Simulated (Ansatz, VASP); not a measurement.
Bi in VASP and in Ansatz

The input INCAR:

```
  PREC = Accurate
  ENCUT = 520
  EDIFF = 1E-6
  ISMEAR = -1
  SIGMA = 0.08
  LREAL = False
  LASPH = True
  NELM = 80
  ALGO = Normal
  ISIF = 2
  LWAVE = False
  LCHARG = True
  GGA = PS
  LELF = True
  LVHAR = True
  NBANDS = 22
```

KPOINTS

```
regular mesh
0
Gamma
  11 11 11
```

POSCAR

```
Bi
1.0
    0.0000000000      2.8440472607      2.8440472607
    2.8440472607      0.0000000000      2.8440472607
    2.8440472607      2.8440472607      0.0000000000
Bi
2
Direct
   -0.1250000000     -0.1250000000     -0.1250000000
    0.1250000000      0.1250000000      0.1250000000
```

Input for Ansatz:

```yaml
crystal:
  lattice:
    - [0.0, 2.8440472607, 2.8440472607]
    - [2.8440472607, 0.0, 2.8440472607]
    - [2.8440472607, 2.8440472607, 0.0]
  atoms:
    - { symbol: Bi, position: [-0.125, -0.125, -0.125] }
    - { symbol: Bi, position: [0.125, 0.125, 0.125] }
kpoints:
  mp_grid: { grid: [11, 11, 11] }
scf:
  occupations: { method: fermi_dirac, width: 0.08 }
hamiltonian:
  xc: pbesol
  pseudopotentials: { kind: all_electron, lapw: { basis_error: 0.001 } }
output:
  forces: true
  stress: true
  eigenvalues: true
  populations: true
```

Change from the starting cell: volume scaled by 0.5, LAPW.

Alike in both runs: task single point; functional PBEsol; k mesh 11 × 11 × 11; occupations fermi-dirac, width 0.08 eV; no spin polarisation.

|  | VASP | Ansatz |
| --- | --- | --- |
| version | VASP 6.6.1 | Ansatz 0.2.0 |
| potentials or method | VASP PAW PBE potentials, release 64 (Bi_d), cutoff 520 eV | all-electron LAPW, scalar-relativistic |

|  | VASP | Ansatz | Ansatz less VASP |
| --- | --- | --- | --- |
| pressure (GPa) | 102.8 | 102.8 | -0.03 |

VASP's potentials were made for PBE, not for PBEsol. Both programs put the cell under a high pressure, so it lies far from rest at this level. Ansatz ran all-electron here, and VASP with PAW potentials.

Neither program's run includes spin-orbit coupling. Noted on VASP's run: the cell as given lies far from equilibrium.
